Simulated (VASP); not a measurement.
Runs of VASP 6.6.1 on GaSb. The structure is that of space group I-4m2 (No. 119), or close to it. The cells are those of the table. 

```tsv
cell	gap on the mesh (eV)	pressure (GPa)
a = 4.172 Å, angles 98.1, 98.1, 136.0°, 2 atoms	none	-2.7
a = 4.310 Å, angles 96.2, 96.2, 141.7°, 2 atoms	none	-1.5
a = 4.251 Å, angles 98.3, 98.3, 135.3°, 2 atoms	none	-5.6
a = 4.247 Å, angles 96.9, 96.9, 139.3°, 2 atoms	none	-2.6
a = 4.290 Å, angles 97.6, 97.6, 137.2°, 2 atoms	none	-5.6
a = 4.096 Å, angles 100.2, 100.2, 130.2°, 2 atoms	none	(b)
a = 4.300 Å, angles 97.9, 97.9, 136.6°, 2 atoms	none	-6.2
a = 4.281 Å, angles 97.4, 97.4, 137.9°, 2 atoms	none	(a)
```

Alike in all rows: task single point; level LDA; potentials or basis VASP PAW LDA potentials, release 64 (Ga_d, Sb); no spin polarisation; k mesh 16 × 16 × 16; cutoff (eV) 520; smearing gaussian 0.15 eV.

Question: Fill in the values left out.

Answer: (a) -4.9; (b) -2.1.

Caveats: spin-orbit coupling is left out, which moves the levels of the heavy elements; the cell stands under tension (at least some runs); the stress differs along the axes, from -5 to 6 GPa (at least some runs); the stress differs along the axes, from -4 to 1 GPa (at least some runs).

A k mesh can miss the band edges, and the runs leave out spin-orbit coupling on Ga, Sb.

A gap of «none» marks levels without a gap at the run's occupations.
